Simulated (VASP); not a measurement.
**WS2: single point with r2SCAN**

Crystal: WS2.

```
CELL_PARAMETERS angstrom
3.18000 0.00000 0.00000
-1.59000 2.75396 0.00000
0.00000 0.00000 12.50000
ATOMIC_POSITIONS crystal
W 0.33333 0.66667 0.25000
W 0.66667 0.33333 0.75000
S 0.33333 0.66667 0.62543
S 0.66667 0.33333 0.12543
S 0.33333 0.66667 0.87457
S 0.66667 0.33333 0.37457
```

```json
{
 "Program": "VASP 6.6.1",
 "Task": "single point",
 "Functional": "r2SCAN",
 "Potentials or basis": "VASP PAW PBE potentials, release 64 (W_sv, S)",
 "Cutoff": "520 eV",
 "k mesh": "12 × 12 × 3",
 "Occupations": "fermi-dirac, width 0.01 eV",
 "Spin": "collinear spin",
 "Starting moments": "[2.0, 2.0, 0.0, 0.0, 0.0, 0.0] μB"
}
```

* Pressure: 1.0 GPa
* Largest force: 0.022 eV/Å
* Band gap on the k mesh: 1.17 eV (least direct gap 1.85 eV)
* Net moment: 0.00 μB per cell
* Valence electrons inside the program's atomic spheres: W 12.00; S 3.74

Forces on the atoms (eV/Å):
```
W    0.000  0.000  0.000
W    0.000  0.000  0.000
S    0.000  0.000 -0.022
S    0.000  0.000 -0.022
S    0.000  0.000  0.022
S    0.000  0.000  0.022
```

Stress tensor (GPa, compression positive):
```
0.68 0.00 0.00
0.00 0.68 0.00
0.00 0.00 1.59
```

Levels at points of the mesh, in eV from the valence-band top:
Spin up:
```
           k point  band 23  band 24  band 25  band 26  band 27  band 28  band 29  band 30
(0.00, 0.00, 0.00)    -2.45    -1.72    -1.11     0.00     2.39     2.39     2.40     2.40
(0.50, 0.00, 0.00)    -2.20    -2.04    -1.77    -1.60     2.31     2.35     2.68     2.89
```
Spin down:
| k point | band 24 | band 25 | band 26 | band 27 | band 28 | band 29 |
| --- | --- | --- | --- | --- | --- | --- |
| (0.00, 0.00, 0.00) | -1.72 | -1.11 | 0.00 | 2.39 | 2.39 | 2.40 |
| (0.50, 0.00, 0.00) | -2.04 | -1.77 | -1.60 | 2.31 | 2.35 | 2.68 |

It took 21 min on 1 thread of Oxide Virtual Turin-like Processor, on a shared host, peak memory 0.39 GiB.

Caveat: the PAW data sets were made with another functional, which shifts forces and pressure a little; spin-orbit coupling is left out, which moves the levels of the heavy elements. A k mesh can miss the band edges.
